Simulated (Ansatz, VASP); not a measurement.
## One calculation of Sb, two programs

File POSCAR:

```
Sb
1.0
    3.1600000000      0.0000000000      0.0000000000
    0.0000000000      3.1600000000      0.0000000000
    0.0000000000      0.0000000000      3.1600000000
Sb
1
Direct
    0.0000000000      0.0000000000      0.0000000000
```

INCAR.step1

```
ALGO = Normal
EDIFF = 1E-5
ENCUT = 550
GGA = PE
GGA_COMPAT = F
ISMEAR = 0
LASPH = T
LCHARG = F
LREAL = F
LWAVE = T
NBANDS = 8
NELM = 120
PREC = Accurate
SIGMA = 0.1
```

INCAR.step2

```
ALGO = Normal
EDIFF = 1E-6
ENCUT = 550
GGA_COMPAT = F
ISIF = 2
ISMEAR = 0
ISTART = 1
LASPH = T
LCHARG = F
LMIXTAU = T
LREAL = F
LWAVE = F
METAGGA = R2SCAN
NBANDS = 8
NELM = 120
PREC = Accurate
SIGMA = 0.1
```

File KPOINTS:

```
k-points
0
Gamma
  6 6 6
```

Input for Ansatz:

```yaml
crystal:
  lattice:
    - [3.16, 0.0, 0.0]
    - [0.0, 3.16, 0.0]
    - [0.0, 0.0, 3.16]
  atoms:
    - { symbol: Sb, position: [0.0, 0.0, 0.0] }
basis:
  ecutwfc: 500
kpoints:
  mp_grid: { grid: [6, 6, 6] }
hamiltonian:
  xc: r2scan
scf:
  occupations: { method: gaussian, width: 0.1 }
output:
  forces: true
  stress: true
  eigenvalues: true
```

Alike in both runs: task single point; functional r2SCAN; k mesh 6 × 6 × 6; occupations gaussian, width 0.1 eV; no spin polarisation.

|  | VASP | Ansatz |
| --- | --- | --- |
| version | VASP 6.6.1 | Ansatz 0.2.0 |
| potentials or method | VASP PAW PBE potentials, release 64 (Sb), cutoff 550 eV | scalar-relativistic, plane waves, PAW |
| valence electrons in the cell | 5 | 15 |

|  | VASP | Ansatz | Ansatz less VASP |
| --- | --- | --- | --- |
| gap on the k mesh at the Fermi level (eV) | none | none | - |
| pressure (GPa) | -2.7 | -2.7 | 0.00 |

VASP's potentials were made for PBE, not for r2SCAN. A gap of «none» marks a metal or a gap that the smearing closes. VASP's potentials hold 5 valence electrons a cell and Ansatz's 15, so a difference there can come from the potentials and not from the codes.

Spin-orbit coupling is off throughout.
